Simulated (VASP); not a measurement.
Set up this calculation in VASP 6.6.1, as the native input.

| Item | Value |
| --- | --- |
| Task | single point |
| Functional | LDA |
| Potentials or basis | VASP PAW LDA potentials, release 64 (Ir) |
| Cutoff | 520 eV |
| k mesh | 20 × 20 × 20 |
| Occupations | gaussian, width 0.15 eV |
| Spin | no spin polarisation |
| Dipole correction | no |
| Further INCAR settings | ALGO = Fast; EDIFF = 1e-06; NBANDS = 10 |

The structure of Ir lies in POSCAR:

```
Ir
1.0
   -0.1571959003      1.8530062193      1.8530062193
    1.7482089524     -0.0523986334      1.7482089524
    1.9054048527      1.9054048527     -0.2095945338
Ir
1
Direct
    0.0000000000      0.0000000000      0.0000000000
```

This cell differs from its parent crystal: engineering shear strain xz -0.1650, engineering shear strain yz -0.0550.

One way to write it, as run:

INCAR

```
  PREC = Accurate
  ENCUT = 520
  EDIFF = 1E-6
  ISMEAR = 0
  SIGMA = 0.15
  LREAL = False
  LASPH = True
  NELM = 80
  ALGO = Fast
  ISIF = 2
  LWAVE = False
  LCHARG = False
  GGA = CA
  NBANDS = 10
```

KPOINTS

```
Automatic mesh
0
Gamma
  20 20 20
```

Potentials or basis: VASP PAW LDA potentials, release 64 (Ir).

The run is started by

```console
$ cat potpaw_LDA.64/Ir/POTCAR > POTCAR
$ mpirun -np 1 vasp_std > vasp.out
```

Results of the run:

- Pressure: 19.2 GPa
- Band gap on the k mesh: zero (an odd number of electrons rules out a gap without spin polarisation)

Caveat: the cell differs from its parent crystal (engineering shear strain xz -0.1650, engineering shear strain yz -0.0550); the cell stands under pressure; spin-orbit coupling is left out, which moves the levels of the heavy elements.

It took 8.9 min on 1 thread of Intel(R) Xeon(R) Platinum 8259CL CPU @ 2.50GHz (Skylake/Cascade Lake) (shared host), peak memory 0.65 GiB.
